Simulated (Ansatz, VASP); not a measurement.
## YBe: VASP beside Ansatz

File INCAR:

```
SYSTEM = YBe
  PREC = Accurate
  ENCUT = 600
  EDIFF = 1E-6
  ISMEAR = 0
  SIGMA = 0.1
  LREAL = .False.
  LASPH = .True.
  NELM = 60
  ALGO = Fast
  ISIF = 3
  LWAVE = .False.
  LCHARG = .False.
  GGA = PE
  IBRION = 2
  NSW = 90
  EDIFFG = -0.04
```

File KPOINTS:

```
Automatic mesh
0
Gamma
  6 6 4
  0 0 0
```

POSCAR

```
YBe
1.0
    3.0142522510      0.0000000000      0.0000000000
    0.0000000000      3.0142522510      0.0000000000
    0.0000000000      0.0000000000      3.9508234861
Y Be
1 1
Direct
    0.5000000000      0.5000000000      0.5000000000
    0.0000000000      0.0000000000      0.0000000000
```

Input for Ansatz:

```yaml
crystal:
  lattice:
    - [3.014252251, 0.0, 0.0]
    - [0.0, 3.014252251, 0.0]
    - [0.0, 0.0, 3.9508234861]
  atoms:
    - { symbol: "Y", position: [0.5, 0.5, 0.5] }
    - { symbol: Be, position: [0.0, 0.0, 0.0] }
basis:
  ecutwfc: 420
kpoints:
  mp_grid: { grid: [6, 6, 4] }
hamiltonian:
  xc: pbe
scf:
  occupations: { method: gaussian, width: 0.1 }
  lower_state_search: "off"
output:
  forces: true
  stress: true
  eigenvalues: true
relax:
  adjacent_minimum: "off"
  f_tol: 0.04
  max_steps: 70
  cell: { stress_tol: 0.4 }
```

Alike in both runs: task relaxation of cell and atoms; functional PBE; k mesh 6 × 6 × 4; occupations gaussian, width 0.1 eV; no spin polarisation.

|  | VASP | Ansatz |
| --- | --- | --- |
| version | VASP 6.6.1 | Ansatz 0.2.0 |
| potentials or method | VASP PAW PBE potentials, release 64 (Y_sv, Be), cutoff 600 eV | scalar-relativistic, plane waves, PAW |
| valence electrons in the cell | 13 | 13 |

|  | VASP | Ansatz | Ansatz less VASP |
| --- | --- | --- | --- |
| gap on the k mesh at the Fermi level, each at its own relaxed structure (eV) | none | none | - |
| relaxed volume (Å³/atom) | 19.74 | 19.78 | +0.039 |
| relaxed cell length with the largest relative difference (Å) | 3.538 | 3.540 | +0.0024 |

A gap of «none» marks a metal or a gap that the smearing closes.

The k mesh is coarse, so the values compare programs but aren't converged.
